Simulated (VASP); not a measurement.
# K (I4/mmm) in VASP: further runs, part 2 of 2

VASP 6.6.1. The steps go on from the part before.

## (3) Single point, PBE+D3(BJ) (strain +0.0400 x Voigt [0, 1, 0, 0, 0, 0])

File INCAR:

```
SYSTEM = K
PREC = Accurate
ENCUT = 520
EDIFF = 1E-6
ISMEAR = 0
SIGMA = 0.15
LREAL = .FALSE.
LASPH = .TRUE.
NELM = 100
ALGO = Fast
ISIF = 2
LWAVE = .FALSE.
LCHARG = .FALSE.
GGA = PE
IVDW = 12
NBANDS = 10
```

File KPOINTS:

```
regular mesh
0
G
  12 12 12
  0 0 0
```

File POSCAR:

```
K
1.0
    0.0000000000      3.5275477307      3.3918728180
    3.3918728180      0.0000000000      3.3918728180
    3.3918728180      3.5275477307      0.0000000000
K
1
Direct
    0.0000000000      0.0000000000      0.0000000000
```

Potentials or basis: VASP PAW PBE potentials, release 64 (K_sv).

On the command line:

```console
$ cat potpaw_PBE.64/K_sv/POTCAR > POTCAR
$ mpirun -np 1 vasp_std > vasp.out
```

OUTCAR:

```text
SYSTEM = K
   PREC = Accurate
   ENCUT = 520
   EDIFF = 1E-6
   ISMEAR = 0
   LREAL = .FALSE.
   LASPH = .TRUE.
   NELM = 100
   ISIF = 2
   GGA = PE
   IVDW = 12
 IVDW          = 12

 ion  position               nearest neighbor table
   1  0.000  0.000  0.000-

  LATTYP: Found a body centered tetragonal cell.
 ALAT       =     4.7968325411
 C/A-ratio  =     1.4707821049

  Lattice vectors:

 A1 = (   0.0000000000,  -3.5275477307,   3.3918728180)
 A2 = (   0.0000000000,  -3.5275477307,  -3.3918728180)
 A3 = (   3.3918728180,   3.5275477307,   0.0000000000)

Analysis of symmetry for initial positions (statically):
=====================================================================
 Subroutine PRICEL returns:
 Original cell was already a primitive cell.

 Routine SETGRP: Setting up the symmetry group for a
 body centered tetragonal supercell.

 Subroutine GETGRP returns: Found 16 space group operations
 (whereof 16 operations were pure point group operations)
 out of a pool of 16 trial point group operations.

The static configuration has the point symmetry D_4h.

[... 163 lines left out ...]
 fundamental gap:      0.0300819875
 Fermi energy:        -0.3258518504

 k-point     1 :       0.0000    0.0000    0.0000
  band No.  band energies     occupation
      1     -32.5168      2.00000
      2     -15.9726      2.00000
      3     -15.9726      2.00000
      4     -15.9725      2.00000
      5      -2.3450      2.00000
      6       3.7070      0.00000
      7       3.8342      0.00000
      8       3.8342      0.00000
      9       4.8315      0.00000
     10       5.0850      0.00000
[... 287 lines left out ...]
 k-point    24 :      -0.4167    0.1667    0.0000
  band No.  band energies     occupation
      1     -32.5143      2.00000
      2     -16.0146      2.00000
      3     -15.9871      2.00000
      4     -15.9815      2.00000
      5       0.0545      0.00034
      6       0.5760      0.00000
      7       2.8308      0.00000
      8       3.6696      0.00000
      9       4.7790      0.00000
     10       5.4086      0.00000

 [... further k-points ...]

------------------------ aborting loop because EDIFF is reached ----------------------------------------

 Edisp (eV)   -0.10216

 E8    (eV) :    -0.0552

  FORCE on cell =-STRESS in cart. coord.  units (eV):
  Direction    XX          YY          ZZ          XY          YZ          ZX
  --------------------------------------------------------------------------------------
  -------------------------------------------------------------------------------------
  Total      -0.24727    -0.26832    -0.24727    -0.00000     0.00000     0.00000
  in kB      -4.88091    -5.29642    -4.88091    -0.00000     0.00000     0.00000
  external pressure =       -5.02 kB  Pullay stress =        0.00 kB

 VOLUME and BASIS-vectors are now :
 -----------------------------------------------------------------------------
  energy-cutoff  :      520.00
  volume of cell :       81.17
      direct lattice vectors                 reciprocal lattice vectors
     0.000000000  3.527547731  3.391872818    -0.147411188  0.141741526  0.147411188
     3.391872818  0.000000000  3.391872818     0.147411188 -0.141741526  0.147411188
     3.391872818  3.527547731  0.000000000     0.147411188  0.141741526 -0.147411188

 POSITION                                       TOTAL-FORCE (eV/Angst)
 -----------------------------------------------------------------------------------
      0.00000      0.00000      0.00000        -0.000000      0.000000      0.000000
 -----------------------------------------------------------------------------------
    total drift:                               -0.000000      0.000000      0.000000

  FREE ENERGIE OF THE ION-ELECTRON SYSTEM (eV)
  ---------------------------------------------------
  free  energy   TOTEN  =        -1.1479236615 eV

  energy  without entropy=       -1.1393060827  energy(sigma->0) =       -1.14361487
```

stdout:

```text
POSCAR found type information on POSCAR K
 POSCAR found :  1 types and       1 ions
 scaLAPACK will be used
 LDA part: xc-table for (Slater+PW92), standard interpolation
 POSCAR, INCAR and KPOINTS ok, starting setup
 FFT: planning ... GRIDC
 FFT: planning ... GRID_SOFT
 FFT: planning ... GRID
 WAVECAR not read
 entering main loop
```

It took 42 s on 1 thread of Intel Xeon 6975P-C (Granite Rapids), shared host; peak memory 0.29 GiB.

Results:

- Free energy: -1.1479 eV
- Pressure: -0.5 GPa
- Band gap on the k mesh: zero (an odd number of electrons rules out a gap without spin polarisation)
- Dispersion energy per atom: -0.102 eV

Caveat: the cell differs from its parent crystal (strain +0.0400 x Voigt [0, 1, 0, 0, 0, 0]).

## (4) Single point, PBE+D3(BJ) (strain -0.0200 x Voigt [0, 1, 0, 0, 0, 0])

File INCAR:

```
SYSTEM = K
ALGO = Fast
EDIFF = 1E-6
ENCUT = 520
GGA = PE
ISIF = 2
ISMEAR = 0
IVDW = 12
LASPH = .TRUE.
LCHARG = .TRUE.
LELF = .TRUE.
LREAL = .FALSE.
LVHAR = .TRUE.
LWAVE = .FALSE.
NBANDS = 10
NELM = 100
PREC = Accurate
SIGMA = 0.15
```

File KPOINTS:

```
k-points
0
G
  12 12 12
  0 0 0
```

File POSCAR:

```
K
1.0
    0.0000000000      3.3240353616      3.3918728180
    3.3918728180      0.0000000000      3.3918728180
    3.3918728180      3.3240353616      0.0000000000
K
1
Direct
    0.0000000000      0.0000000000      0.0000000000
```

Potentials or basis: VASP PAW PBE potentials, release 64 (K_sv).

On the command line:

```console
$ cat potpaw_PBE.64/K_sv/POTCAR > POTCAR
$ mpirun -np 1 vasp_std > vasp.out
```

OUTCAR:

```text
SYSTEM = K
   EDIFF = 1E-6
   ENCUT = 520
   GGA = PE
   ISIF = 2
   ISMEAR = 0
   IVDW = 12
   LASPH = .TRUE.
   LREAL = .FALSE.
   NELM = 100
   PREC = Accurate
 IVDW          = 12

 ion  position               nearest neighbor table
   1  0.000  0.000  0.000-

  LATTYP: Found a body centered tetragonal cell.
 ALAT       =     4.7968325411
 C/A-ratio  =     1.3859292911

  Lattice vectors:

 A1 = (   0.0000000000,  -3.3240353616,   3.3918728180)
 A2 = (   0.0000000000,  -3.3240353616,  -3.3918728180)
[... 495 lines left out ...]

------------------------ aborting loop because EDIFF is reached ----------------------------------------

 Edisp (eV)   -0.10873

 E8    (eV) :    -0.0587

  FORCE on cell =-STRESS in cart. coord.  units (eV):
  Direction    XX          YY          ZZ          XY          YZ          ZX
  --------------------------------------------------------------------------------------
  -------------------------------------------------------------------------------------
  Total      -0.16676    -0.16004    -0.16676     0.00000     0.00000     0.00000
  in kB      -3.49316    -3.35247    -3.49316     0.00000     0.00000     0.00000
  external pressure =       -3.45 kB  Pullay stress =        0.00 kB

 VOLUME and BASIS-vectors are now :
 -----------------------------------------------------------------------------
  energy-cutoff  :      520.00
  volume of cell :       76.48
      direct lattice vectors                 reciprocal lattice vectors
     0.000000000  3.324035362  3.391872818    -0.147411188  0.150419579  0.147411188
     3.391872818  0.000000000  3.391872818     0.147411188 -0.150419579  0.147411188
     3.391872818  3.324035362  0.000000000     0.147411188  0.150419579 -0.147411188

 POSITION                                       TOTAL-FORCE (eV/Angst)
 -----------------------------------------------------------------------------------
      0.00000      0.00000      0.00000        -0.000000     -0.000000      0.000000
 -----------------------------------------------------------------------------------
    total drift:                               -0.000000      0.000000      0.000000

  FREE ENERGIE OF THE ION-ELECTRON SYSTEM (eV)
  ---------------------------------------------------
  free  energy   TOTEN  =        -1.1603911584 eV

  energy  without entropy=       -1.1520027397  energy(sigma->0) =       -1.15619695
```

OSZICAR:

```text
N       E                     dE             d eps       ncg     rms          rms(c)
DAV:   1     0.475928138610E+02    0.47593E+02   -0.35632E+03  3260   0.681E+02
DAV:   2     0.654303526743E+00   -0.46939E+02   -0.46240E+02  3468   0.192E+02
DAV:   3    -0.988924855630E+00   -0.16432E+01   -0.16377E+01  5080   0.296E+01
DAV:   4    -0.104956955098E+01   -0.60645E-01   -0.60376E-01  4518   0.463E+00
DAV:   5    -0.105098569460E+01   -0.14161E-02   -0.14159E-02  5012   0.518E-01    0.188E+00
RMM:   6    -0.105119874023E+01   -0.21305E-03   -0.96121E-04  3820   0.211E-01    0.116E+00
RMM:   7    -0.105156471645E+01   -0.36598E-03   -0.23145E-03  4389   0.334E-01    0.545E-02
RMM:   8    -0.105164296209E+01   -0.78246E-04   -0.26413E-04  5222   0.145E-01    0.170E-02
RMM:   9    -0.105165969975E+01   -0.16738E-04   -0.60624E-05  5341   0.526E-02    0.874E-03
RMM:  10    -0.105166073494E+01   -0.10352E-05   -0.19515E-05  5360   0.264E-02    0.518E-03
RMM:  11    -0.105166125151E+01   -0.51657E-06   -0.49894E-06  4558   0.116E-02
   1 F= -.11603912E+01 E0= -.11561969E+01  d E =-.838842E-02
```

stdout:

```text
POSCAR found type information on POSCAR K
 POSCAR found :  1 types and       1 ions
 scaLAPACK will be used
 LDA part: xc-table for (Slater+PW92), standard interpolation
 POSCAR, INCAR and KPOINTS ok, starting setup
 FFT: planning ... GRIDC
 FFT: planning ... GRID_SOFT
 FFT: planning ... GRID
 WAVECAR not read
 entering main loop
WARNING in EDDRMM: call to ZHEGV failed, returncode =   6  3      6
WARNING in EDDRMM: call to ZHEGV failed, returncode =   8  4      6
WARNING in EDDRMM: call to ZHEGV failed, returncode =   8  4      7
WARNING in EDDRMM: call to ZHEGV failed, returncode =   8  4      5
```

It took 36 s on 1 thread of Intel Xeon 6975P-C (Granite Rapids), shared host; peak memory 0.28 GiB.

What came out:

* Free energy: -1.1604 eV
* Pressure: -0.3 GPa
* Band gap on the k mesh: zero (an odd number of electrons rules out a gap without spin polarisation)
* Dispersion energy per atom: -0.109 eV

Caveat: the cell differs from its parent crystal (strain -0.0200 x Voigt [0, 1, 0, 0, 0, 0]).

## (5) Overview

| cell | gap on the mesh (eV) | pressure (GPa) |
| --- | --- | --- |
| a = 4.821, b = 4.797 Å, angles 60.2, 59.7, 60.2°, 1 atom | none | -0.4 |
| a = 4.894, b = 4.797 Å, angles 60.7, 58.7, 60.7°, 1 atom | none | -0.5 |
| a = 4.749, b = 4.797 Å, angles 59.7, 60.7, 59.7°, 1 atom | none | -0.3 |

Alike in all rows: task single point; level PBE+D3(BJ); potentials or basis VASP PAW PBE potentials, release 64 (K_sv); no spin polarisation; k mesh 12 × 12 × 12; cutoff (eV) 520; smearing gaussian 0.15 eV.

Absolute energies hang on the potentials; compare differences alone.
